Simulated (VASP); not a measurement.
# TaN (R-3m) in VASP: notebook, part 2 of 3

VASP 6.6.1. The steps go on from the part before.

### Step 3. Single point, PBE

This run uses another cell than the first one, of the same volume but with other edges.

INCAR reads:

```
SYSTEM = TaN
ALGO     = Normal         ! electronic algorithm
EDIFF    = 1E-6           ! SCF threshold, eV
ENCUT    = 520            ! plane-wave cutoff, eV
GGA      = PE             ! functional
ISIF     = 2              ! what is computed and relaxed
ISMEAR   = 0              ! smearing method
LASPH    = .True.         ! aspherical terms in the spheres
LCHARG   = .False.        ! write CHGCAR
LREAL    = .False.        ! projectors in reciprocal space
LWAVE    = .False.        ! write WAVECAR
NBANDS   = 15             ! bands
NELM     = 80             ! most SCF steps
PREC     = Accurate       ! precision mode
SIGMA    = 0.15           ! smearing width, eV
```

KPOINTS reads:

```
k-points
0
Gamma
  20 20 20
  0 0 0
```

POSCAR reads:

```
TaN
1.0
   -0.2531401234      2.0287720470      2.0287720470
    2.0287720470     -0.2531401234      2.0287720470
    2.0287720470      2.0287720470     -0.2531401234
Ta N
1 1
Direct
    0.5000000000      0.5000000000      0.5000000000
    0.0000000000      0.0000000000      0.0000000000
```

Potentials or basis: VASP PAW PBE potentials, release 64 (Ta_pv, N).

Run with:

```
cat potpaw_PBE.64/Ta_pv/POTCAR potpaw_PBE.64/N/POTCAR > POTCAR
mpirun -np 1 vasp_std > vasp.out
```

OUTCAR:

```text
SYSTEM = TaN
   EDIFF = 1E-6
   ENCUT = 520
   GGA = PE
   ISIF = 2
   ISMEAR = 0
   LASPH = .True.
   LREAL = .False.
   NELM = 80
   PREC = Accurate

 ion  position               nearest neighbor table
   1  0.500  0.500  0.500-   2 2.16   2 2.16   2 2.16   2 2.16   2 2.16   2 2.16
   2  0.000  0.000  0.000-   1 2.16   1 2.16   1 2.16   1 2.16   1 2.16   1 2.16

  LATTYP: Found a trigonal (rhomboedric) cell.
 ALAT       =     2.8802624810
 COS(alpha) =     0.3723266135

  Lattice vectors:

 A1 = (  -0.2531401234,   2.0287720470,   2.0287720470)
 A2 = (   2.0287720470,  -0.2531401234,   2.0287720470)
 A3 = (   2.0287720470,   2.0287720470,  -0.2531401234)

Analysis of symmetry for initial positions (statically):
=====================================================================
 Subroutine PRICEL returns:
 Original cell was already a primitive cell.

 Routine SETGRP: Setting up the symmetry group for a
 trigonal (rhombohedral) supercell.

 Subroutine GETGRP returns: Found 12 space group operations
 (whereof 12 operations were pure point group operations)
 out of a pool of 12 trial point group operations.

The static configuration has the point symmetry D_3d.

Analysis of symmetry for dynamics (positions and initial velocities):
=====================================================================
 Subroutine PRICEL returns:
 Original cell was already a primitive cell.

 Routine SETGRP: Setting up the symmetry group for a
 trigonal (rhombohedral) supercell.

 Subroutine GETGRP returns: Found 12 space group operations
 (whereof 12 operations were pure point group operations)
 out of a pool of 12 trial point group operations.

The dynamic configuration has the point symmetry D_3d.

 Subroutine INISYM returns: Found 12 space group operations
 (whereof 12 operations are pure point group operations),
 and found     1 'primitive' translations

[... 124 lines left out ...]
   LRPA    =     F    only Hartree local field effects (RPA)
 non-spin polarized calculation
 Gauss-broadening in eV      SIGMA  =   0.15
  energy-cutoff  :      520.00
  volume of cell :       19.81
 maximum number of plane-waves:       545
 NGX is ok and might be reduce to    24

 number of electron      16.0000001 magnetization

 Free energy of the ion-electron system (eV)
  ---------------------------------------------------
  ext. energy  EPLUGINS =         0.00000000
  ---------------------------------------------------
  free energy    TOTEN  =       -21.41191617 eV

  energy without entropy =      -21.40233008  energy(sigma->0) =      -21.40712313

 E-fermi :  10.0903     XC(G=0): -13.8383

 val. band max:       10.0892429986   @ k =   0.2500   0.2000   0.0500
 cond. band min:      10.0929271514   @ k =  -0.4000   0.1500   0.0000
 fundamental gap:      0.0036841528
 Fermi energy:        10.0902608051

 k-point     1 :       0.0000    0.0000    0.0000
  band No.  band energies     occupation
      1     -25.3931      2.00000
      2     -25.3931      2.00000
      3     -25.0995      2.00000
      4      -9.0214      2.00000
      5       6.2675      2.00000
      6       6.2675      2.00000
      7       6.8077      2.00000
      8       6.8077      2.00000
      9       7.0814      2.00000
     10       9.5516      2.00000
     11      10.9248      0.00000
     12      10.9248      0.00000
     13      13.7126      0.00000
     14      20.4748      0.00000
[... 401 lines left out ...]
      2     -25.4039      2.00000
      3     -25.2408      2.00000
      4      -6.4375      2.00000
      5       0.4660      2.00000
      6       2.5766      2.00000
      7       4.0940      2.00000
      8       9.8465      1.97847
      9      10.6793      0.00000
     10      12.1932      0.00000
     11      16.2064      0.00000
     12      16.7208      0.00000
     13      17.2997      0.00000
     14      22.1438      0.00000
     15      22.8559      0.00000

 [... further k-points ...]

------------------------ aborting loop because EDIFF is reached ----------------------------------------

  FORCE on cell =-STRESS in cart. coord.  units (eV):
  Direction    XX          YY          ZZ          XY          YZ          ZX
  --------------------------------------------------------------------------------------
  -------------------------------------------------------------------------------------
  Total        4.3204469      4.3204469      4.3204469      1.3998493      1.3998493      1.3998493
  in kB      349.4256449    349.4256449    349.4256449    113.2158906    113.2158906    113.2158906
  external PRESSURE =     349.4256449 kB  Pullay stress =       0.0000000 kB

 VOLUME and BASIS-vectors are now :
 -----------------------------------------------------------------------------
  energy-cutoff  :      520.00
  volume of cell :       19.81
      direct lattice vectors                 reciprocal lattice vectors
    -0.253140123  2.028772047  2.028772047    -0.204534886  0.233694075  0.233694075
     2.028772047 -0.253140123  2.028772047     0.233694075 -0.204534886  0.233694075
     2.028772047  2.028772047 -0.253140123     0.233694075  0.233694075 -0.204534886

 POSITION                                       TOTAL-FORCE (eV/Angst)
 -----------------------------------------------------------------------------------
      1.90220      1.90220      1.90220         0.000000      0.000000      0.000000
      0.00000      0.00000      0.00000        -0.000000     -0.000000     -0.000000
 -----------------------------------------------------------------------------------
    total drift:                                0.000000     -0.000000     -0.000000

  FREE ENERGIE OF THE ION-ELECTRON SYSTEM (eV)
  ---------------------------------------------------
  free  energy   TOTEN  =       -21.4119161724 eV

  energy  without entropy=      -21.4023300777  energy(sigma->0) =      -21.40712313
```

Wall time 1.9 min (1 thread of Intel Xeon Platinum 8259CL at 2.50GHz (Skylake/Cascade Lake), shared host); peak memory 0.34 GiB.

Results:

| Item | Value |
| --- | --- |
| Free energy | -21.4119 eV |
| Pressure | 34.9 GPa |
| Band gap on the k mesh | zero (band 8 reaches 13.17 eV, above the bottom of band 9 at 6.95 eV) |

Stress tensor (GPa, compression positive):
```
34.94 11.32 11.32
11.32 34.94 11.32
11.32 11.32 34.94
```

Caveat: spin-orbit coupling is left out, which moves the levels of the heavy elements.

### Step 4. Single point, PBE

This run uses another cell than the first one, of the same volume but with other edges.

INCAR reads:

```
SYSTEM = TaN
  PREC = Accurate
  ENCUT = 520
  EDIFF = 1E-6
  ISMEAR = 0
  SIGMA = 0.15
  LREAL = .FALSE.
  LASPH = .TRUE.
  NELM = 60
  ALGO = Normal
  ISIF = 2
  LWAVE = .FALSE.
  LCHARG = .FALSE.
  GGA = PE
  NBANDS = 15
```

KPOINTS reads:

```
regular mesh
0
G
  20 20 20
  0 0 0
```

POSCAR reads:

```
TaN
1.0
   -0.1283973009      2.0853492665      2.0853492665
    2.0853492665     -0.1283973009      2.0853492665
    2.0853492665      2.0853492665     -0.1283973009
Ta N
1 1
Direct
    0.5000000000      0.5000000000      0.5000000000
    0.0000000000      0.0000000000      0.0000000000
```

Potentials or basis: VASP PAW PBE potentials, release 64 (Ta_pv, N).

Run with:

```
cat potpaw_PBE.64/Ta_pv/POTCAR potpaw_PBE.64/N/POTCAR > POTCAR
mpirun -np 1 vasp_std > vasp.out
```

OUTCAR:

```text
SYSTEM = TaN
   PREC = Accurate
   ENCUT = 520
   EDIFF = 1E-6
   ISMEAR = 0
   LREAL = .FALSE.
   LASPH = .TRUE.
   NELM = 60
   ISIF = 2
   GGA = PE

 ion  position               nearest neighbor table
   1  0.500  0.500  0.500-   2 2.15   2 2.15   2 2.15   2 2.15   2 2.15   2 2.15
   2  0.000  0.000  0.000-   1 2.15   1 2.15   1 2.15   1 2.15   1 2.15   1 2.15

  LATTYP: Found a trigonal (rhomboedric) cell.
 ALAT       =     2.9519229315
 COS(alpha) =     0.4375994043

  Lattice vectors:

 A1 = (  -0.1283973009,   2.0853492665,   2.0853492665)
 A2 = (   2.0853492665,  -0.1283973009,   2.0853492665)
 A3 = (   2.0853492665,   2.0853492665,  -0.1283973009)

Analysis of symmetry for initial positions (statically):
=====================================================================
 Subroutine PRICEL returns:
 Original cell was already a primitive cell.

 Routine SETGRP: Setting up the symmetry group for a
 trigonal (rhombohedral) supercell.

 Subroutine GETGRP returns: Found 12 space group operations
 (whereof 12 operations were pure point group operations)
 out of a pool of 12 trial point group operations.

The static configuration has the point symmetry D_3d.

Analysis of symmetry for dynamics (positions and initial velocities):
=====================================================================
 Subroutine PRICEL returns:
 Original cell was already a primitive cell.

 Routine SETGRP: Setting up the symmetry group for a
 trigonal (rhombohedral) supercell.

 Subroutine GETGRP returns: Found 12 space group operations
 (whereof 12 operations were pure point group operations)
 out of a pool of 12 trial point group operations.

The dynamic configuration has the point symmetry D_3d.

 Subroutine INISYM returns: Found 12 space group operations
 (whereof 12 operations are pure point group operations),
 and found     1 'primitive' translations

----------------------------------------------------------------------------------------

                                     Primitive cell

  volume of cell :      19.8100

  direct lattice vectors                    reciprocal lattice vectors
    -0.128397301  2.085349267  2.085349267    -0.218687314  0.233035577  0.233035577
     2.085349267 -0.128397301  2.085349267     0.233035577 -0.218687314  0.233035577
     2.085349267  2.085349267 -0.128397301     0.233035577  0.233035577 -0.218687314

  length of vectors
     2.951922931  2.951922931  2.951922931     0.395519028  0.395519028  0.395519028

  position of ions in fractional coordinates (direct lattice)
     0.500000000  0.500000000  0.500000000
     0.000000000  0.000000000  0.000000000

  ion indices of the primitive-cell ions
   primitive index   ion index
                 1           1
                 2           2

----------------------------------------------------------------------------------------

 KPOINTS: regular mesh

Automatic generation of k-mesh.
 Grid dimensions read from file:
 generate k-points for:   20   20   20

 Generating k-lattice:

  Cartesian coordinates                     Fractional coordinates (reciprocal lattice)
    -0.010934366  0.011651779  0.011651779     0.050000000 -0.000000000 -0.000000000
     0.011651779 -0.010934366  0.011651779    -0.000000000  0.050000000 -0.000000000
[... 41 lines left out ...]
   number of dos      NEDOS =    301   number of ions     NIONS =      2
   total plane-waves  NPLWV =  13824
   dimension x,y,z NGX =    24 NGY =   24 NGZ =   24
   dimension x,y,z NGXF=    48 NGYF=   48 NGZF=   48
   ions per type =               1   1
   NGX,Y,Z   is equivalent  to a cutoff of  13.52, 13.52, 13.52 a.u.
   NGXF,Y,Z  is equivalent  to a cutoff of  27.03, 27.03, 27.03 a.u.
 SYSTEM =  TaN
   PREC   = accura    normal or accurate (medium, high low for compatibility)
   ISTART =      0    job   : 0-new  1-cont  2-samecut
   ICHARG =      2    charge: 1-file 2-atom 10-const
   ISPIN  =      1    spin polarized calculation?
   LNONCOLLINEAR =      F non collinear calculations
   LSORBIT =      F    spin-orbit coupling
   LASPH  =      T    aspherical Exc in radial PAW
   ENCUT  =  520.0 eV  38.22 Ry    6.18 a.u.   5.49  5.49  5.49*2*pi/ulx,y,z
   NELM   =     60;   NELMIN=  2; NELMDL= -5     # of ELM steps
   EDIFF  = 0.1E-05   stopping-criterion for ELM
   LREAL  =      F    real-space projection
   EDIFFG = 0.1E-04   stopping-criterion for IOM
   NSW    =      0    number of steps for IOM
   IBRION =     -1    ionic relax: 0-MD 1-quasi-New 2-CG
   NFREE  =      0    steps in history (QN), initial steepest desc. (CG)
   ISIF   =      2    stress and relaxation
   ISYM   =      2    0-nonsym 1-usesym 2-fastsym
   POTIM  = 0.5000    time-step for ionic-motion
   TEBEG  =    0.0;   TEEND  =   0.0 temperature during run
   PSTRESS=    0.0 pullay stress
   NELECT =      16.0000    total number of electrons
   NUPDOWN=      -1.0000    fix difference up-down
   EMIN   =  10.00;   EMAX   =-10.00  energy-range for DOS
   EFERMI =   0.00;   METHOD = LEGACY
   ISMEAR =     0;   SIGMA  =   0.15  broadening in eV -4-tet -1-fermi 0-gaus
   EFERMI_NEDOS =   21; number of points for ismear=-14 and -15
   IALGO  =     38    algorithm
   IMIX   =      4    mixing-type and parameters
     AMIX     =   0.40;   BMIX     =  1.00
     AMIX_MAG =   1.60;   BMIX_MAG =  1.00
  volume/ion in A,a.u.               =       9.91        66.84
  Fermi-wavevector in a.u.,A,eV,Ry     =   1.524591  2.881059 31.625076  2.324378
  Thomas-Fermi vector in A             =   2.632877
   LORBIT       =      0    0 simple, 1 ext, 2 COOP (PROOUT), +10 PAW based schemes
   GGA     = PE    functional components
   LHFCALC =     F    Hartree Fock is set to
   AEXX    =    0.0000 exact exchange contribution
   IVDW    =     0    specifies the selected vdW correction
   LEPSILON=     F    determine dielectric tensor
   LRPA    =     F    only Hartree local field effects (RPA)
 non-spin polarized calculation
 Gauss-broadening in eV      SIGMA  =   0.15
  energy-cutoff  :      520.00
  volume of cell :       19.81
 maximum number of plane-waves:       549
 NGX is ok and might be reduce to    24

 number of electron      16.0000002 magnetization

 Free energy of the ion-electron system (eV)
  ---------------------------------------------------
  ext. energy  EPLUGINS =         0.00000000
  ---------------------------------------------------
  free energy    TOTEN  =       -21.59753822 eV

  energy without entropy =      -21.58965628  energy(sigma->0) =      -21.59359725

 E-fermi :  10.2905     XC(G=0): -13.8353

 val. band max:       10.2875660573   @ k =   0.2500   0.1500   0.1500
 cond. band min:      10.2971007061   @ k =  -0.2000   0.3000   0.0500
 fundamental gap:      0.0095346488
 Fermi energy:        10.2905209960

 k-point     1 :       0.0000    0.0000    0.0000
  band No.  band energies     occupation
      1     -25.3440      2.00000
      2     -25.3440      2.00000
      3     -25.1457      2.00000
      4      -9.0686      2.00000
      5       6.2355      2.00000
      6       6.2355      2.00000
      7       6.7106      2.00000
      8       7.4641      2.00000
      9       7.4641      2.00000
     10       8.9751      2.00000
     11      10.5791      0.00651
     12      10.5791      0.00651
     13      12.8175      0.00000
     14      19.9513      0.00000
[... 401 lines left out ...]
      2     -25.4008      2.00000
      3     -25.2742      2.00000
      4      -6.4188      2.00000
      5       0.4196      2.00000
      6       2.5841      2.00000
      7       3.3199      2.00000
      8      10.4607      0.10854
      9      11.2234      0.00000
     10      11.8198      0.00000
     11      15.8706      0.00000
     12      16.7182      0.00000
     13      17.4143      0.00000
     14      22.5030      0.00000
     15      22.9317      0.00000

 [... further k-points ...]

------------------------ aborting loop because EDIFF is reached ----------------------------------------

  FORCE on cell =-STRESS in cart. coord.  units (eV):
  Direction    XX          YY          ZZ          XY          YZ          ZX
  --------------------------------------------------------------------------------------
  -------------------------------------------------------------------------------------
  Total        4.3038022      4.3038022      4.3038022      0.6153705      0.6153705      0.6153705
  in kB      348.0794718    348.0794718    348.0794718     49.7694461     49.7694461     49.7694461
  external PRESSURE =     348.0794718 kB  Pullay stress =       0.0000000 kB

 VOLUME and BASIS-vectors are now :
 -----------------------------------------------------------------------------
  energy-cutoff  :      520.00
  volume of cell :       19.81
      direct lattice vectors                 reciprocal lattice vectors
    -0.128397301  2.085349267  2.085349267    -0.218687314  0.233035577  0.233035577
     2.085349267 -0.128397301  2.085349267     0.233035577 -0.218687314  0.233035577
     2.085349267  2.085349267 -0.128397301     0.233035577  0.233035577 -0.218687314

 POSITION                                       TOTAL-FORCE (eV/Angst)
 -----------------------------------------------------------------------------------
      2.02115      2.02115      2.02115        -0.000000     -0.000000      0.000000
      0.00000      0.00000      0.00000         0.000000      0.000000     -0.000000
 -----------------------------------------------------------------------------------
    total drift:                                0.000000     -0.000000     -0.000000

  FREE ENERGIE OF THE ION-ELECTRON SYSTEM (eV)
  ---------------------------------------------------
  free  energy   TOTEN  =       -21.5975382202 eV

  energy  without entropy=      -21.5896562761  energy(sigma->0) =      -21.59359725
```

Wall time 1.9 min (1 thread of Intel Xeon Platinum 8259CL at 2.50GHz (Skylake/Cascade Lake), shared host); peak memory 0.34 GiB.

What came out:

| Property | Result |
| --- | --- |
| Free energy | -21.5975 eV |
| Pressure | 34.8 GPa |
| Band gap on the k mesh | zero (band 8 reaches 12.95 eV, above the bottom of band 9 at 7.46 eV) |

Caveat: spin-orbit coupling is left out, which moves the levels of the heavy elements.

(Part 2 of 3 ends here.)
